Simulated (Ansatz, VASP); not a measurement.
Cu: VASP beside Ansatz

The input INCAR:

```
SYSTEM = Cu
PREC     = Accurate       ! precision mode
ENCUT    = 520            ! plane-wave cutoff, eV
EDIFF    = 1E-7           ! SCF threshold, eV
ISMEAR   = -1             ! smearing method
SIGMA    = 0.08           ! smearing width, eV
LREAL    = .FALSE.        ! projectors in reciprocal space
LASPH    = .TRUE.         ! aspherical terms in the spheres
NELM     = 60             ! most SCF steps
ALGO     = Normal         ! electronic algorithm
ISIF     = 2              ! what is computed and relaxed
LWAVE    = .FALSE.        ! write WAVECAR
LCHARG   = .FALSE.        ! write CHGCAR
LDIPOL   = .TRUE.       
IDIPOL   = 3            
DIPOL    = 0.5 0.5 0.500
NBANDS   = 36             ! bands
```

Contents of KPOINTS:

```
regular mesh
0
G
  15 10 1
  0 0 0
```

File POSCAR:

```
Cu
1.0
    2.4875465902      0.0000000000      0.0000000000
    0.0000000000      3.5179221248      0.0000000000
    0.0000000000      0.0000000000     13.7918000000
Cu
5
Direct
    0.0000000000      0.0000000000      0.3262790901
    0.5000000000      0.5000000000      0.4074675462
    0.0000000000      0.0000000000      0.4999999991
    0.5000000000      0.5000000000      0.5925324667
    0.0000000000      0.0000000000      0.6737209099
```

Input for Ansatz:

```yaml
crystal:
  lattice:
    - [2.4875465902, 0.0, 0.0]
    - [0.0, 3.5179221248, 0.0]
    - [0.0, 0.0, 13.7918]
  atoms:
    - { symbol: Cu, position: [0.0, 0.0, 0.3262790901] }
    - { symbol: Cu, position: [0.5, 0.5, 0.4074675462] }
    - { symbol: Cu, position: [0.0, 0.0, 0.4999999991] }
    - { symbol: Cu, position: [0.5, 0.5, 0.5925324667] }
    - { symbol: Cu, position: [0.0, 0.0, 0.6737209099] }
kpoints:
  mp_grid: { grid: [15, 10, 1] }
scf:
  occupations: { method: fermi_dirac, width: 0.08 }
hamiltonian:
  xc: lda
  pseudopotentials: { kind: paw }
output:
  forces: true
  stress: true
  eigenvalues: true
efield:
  axis: 3
  amplitude: 0
  dipole_correction: true
```

Alike in both runs: task single point; functional LDA; k mesh 15 × 10 × 1; occupations fermi-dirac, width 0.08 eV; no spin polarisation.

|  | VASP | Ansatz |
| --- | --- | --- |
| version | VASP 6.6.1 | Ansatz 0.2.0 |
| potentials or method | VASP PAW LDA potentials, release 64 (Cu) | PAW with Ansatz's default frozen-core files, scalar-relativistic |
| plane-wave cutoff (eV) | 520 | 420 |
| valence electrons in the cell | 55 | 95 |

```csv
,VASP,Ansatz,Ansatz less VASP
rms of the force components (eV/Å),0.018,0.000,-0.0181
```

LDA's correlation is that of Perdew and Zunger in VASP and of Perdew and Wang (1992) in Ansatz. Atom by atom the forces differ by 0.018 eV/Å (rms over components). VASP's potentials hold 55 valence electrons a cell and Ansatz's 95, so a difference there can come from the potentials and not from the codes. Ansatz's warnings: vacuum density over bound.
